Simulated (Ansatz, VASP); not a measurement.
# MgO in VASP and in Ansatz

```
CELL_PARAMETERS angstrom
5.64058 0.00000 0.00000
0.00000 5.64058 0.00000
0.00000 0.00000 5.64058
ATOMIC_POSITIONS crystal
Mg 0.25000 0.00000 0.50000
Mg 0.00000 0.50000 0.25000
Mg 0.50000 0.75000 0.00000
Mg 0.75000 0.00000 0.50000
Mg 0.00000 0.50000 0.75000
Mg 0.50000 0.25000 0.00000
O 0.25000 0.50000 0.00000
O 0.50000 0.00000 0.25000
O 0.00000 0.75000 0.50000
O 0.75000 0.50000 0.00000
O 0.50000 0.00000 0.75000
O 0.00000 0.25000 0.50000
```

Alike in both runs: task relaxation of cell and atoms; functional LDA; k mesh 4 × 4 × 4; occupations gaussian, width 0.02 eV; no spin polarisation.

|  | VASP | Ansatz |
| --- | --- | --- |
| version | VASP 6.6.1 | Ansatz 0.2.0 |
| potentials or method | VASP PAW LDA potentials, release 64 (Mg, O), cutoff 600 eV | scalar-relativistic, plane waves, PAW |
| valence electrons in the cell | 48 | 96 |

|  | VASP | Ansatz | Ansatz less VASP |
| --- | --- | --- | --- |
| gap on the k mesh at the Fermi level, each at its own relaxed structure (eV) | 2.88 | 2.87 | -0.011 |
| relaxed volume (Å³/atom) | 13.91 | 14.04 | +0.126 |
| relaxed cell length with the largest relative difference (Å) | 5.506 | 5.523 | +0.0166 |

Ansatz warns that its potentials were made for another functional, while VASP's fit it. LDA's correlation is that of Perdew and Zunger in VASP and of Perdew and Wang (1992) in Ansatz. VASP's potentials hold 48 valence electrons a cell and Ansatz's 96, so a difference there can come from the potentials and not from the codes.
